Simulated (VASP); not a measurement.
The system is Rh.

```
Rh
1.0
     0.00000    1.85911    1.85911
     1.85911    0.00000    1.85911
     1.85911    1.85911    0.00000
Rh
1
Direct
  0.00000 0.00000 0.00000
```

Base run:

```yaml
Program: VASP 6.6.1
Functional: r2SCAN
Potentials_or_basis: VASP PAW PBE potentials, release 64 (Rh_sv_GW)
Cutoff: 580 eV
k_mesh: 12 × 12 × 12
Occupations: fermi-dirac, width 0.05 eV
Spin: no spin polarisation
```

Its results: pressure 19.9 GPa.

**Question.** The run is repeated on the same cell with these changes: functional from r2SCAN to LDA; potentials or basis from VASP PAW PBE potentials, release 64 (Rh_sv_GW) to VASP PAW LDA potentials, release 64 (Rh_pv); cutoff from 580 eV to 520 eV; valence electrons from 17 to 15. What comes out?

**Answer.** Pressure 10.6 GPa.

Caveats: the PAW data sets were made with another functional, which shifts forces and pressure a little (some runs).
